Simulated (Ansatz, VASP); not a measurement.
## One calculation of Mg2Ir, two programs

The input INCAR:

```
SYSTEM = Mg2Ir
PREC = Accurate
ENCUT = 600
EDIFF = 1E-6
ISMEAR = 0
SIGMA = 0.1
LREAL = .FALSE.
LASPH = .TRUE.
NELM = 80
ALGO = Normal
ISIF = 3
LWAVE = .FALSE.
LCHARG = .FALSE.
GGA = PE
IBRION = 2
NSW = 90
EDIFFG = -0.04
```

File KPOINTS:

```
regular mesh
0
G
  6 6 6
  0 0 0
```

POSCAR

```
Mg2Ir
1.0
    1.7116831834      0.9882407467      5.1697210845
   -1.7116831834      0.9882407467      5.1697210845
    0.0000000000     -1.9764814934      5.1697210845
Mg Ir
2 1
Direct
    0.7500000000      0.7500000000      0.7500000000
    0.2500000000      0.2500000000      0.2500000000
    0.0000000000      0.0000000000      0.0000000000
```

Input for Ansatz:

```yaml
crystal:
  lattice:
    - [1.7116831834, 0.9882407467, 5.1697210845]
    - [-1.7116831834, 0.9882407467, 5.1697210845]
    - [0.0, -1.9764814934, 5.1697210845]
  atoms:
    - { symbol: Mg, position: [0.75, 0.75, 0.75] }
    - { symbol: Mg, position: [0.25, 0.25, 0.25] }
    - { symbol: Ir, position: [0.0, 0.0, 0.0] }
basis:
  ecutwfc: 420
kpoints:
  mp_grid: { grid: [6, 6, 6] }
hamiltonian:
  xc: pbe
scf:
  occupations: { method: gaussian, width: 0.1 }
  lower_state_search: "off"
output:
  forces: true
  stress: true
  eigenvalues: true
relax:
  adjacent_minimum: "off"
  f_tol: 0.04
  max_steps: 70
  cell: { stress_tol: 0.4 }
```

Alike in both runs: task relaxation of cell and atoms; functional PBE; k mesh 6 × 6 × 6; occupations gaussian, width 0.1 eV; no spin polarisation.

|  | VASP | Ansatz |
| --- | --- | --- |
| version | VASP 6.6.1 | Ansatz 0.2.0 |
| potentials or method | VASP PAW PBE potentials, release 64 (Mg, Ir), cutoff 600 eV | scalar-relativistic, plane waves, PAW |
| valence electrons in the cell | 13 | 37 |

|  | VASP | Ansatz | Ansatz less VASP |
| --- | --- | --- | --- |
| gap on the k mesh at the Fermi level, each at its own relaxed structure (eV) | none | none | - |
| relaxed volume (Å³/atom) | 17.49 | 17.51 | +0.018 |
| relaxed length of the cell vector where the two differ most in proportion (Å) | 7.046 | 7.072 | +0.0262 |

A gap of «none» marks a metal or a gap that the smearing closes. VASP's potentials hold 13 valence electrons a cell and Ansatz's 37, so a difference there can come from the potentials and not from the codes.

Spin-orbit coupling is off throughout.
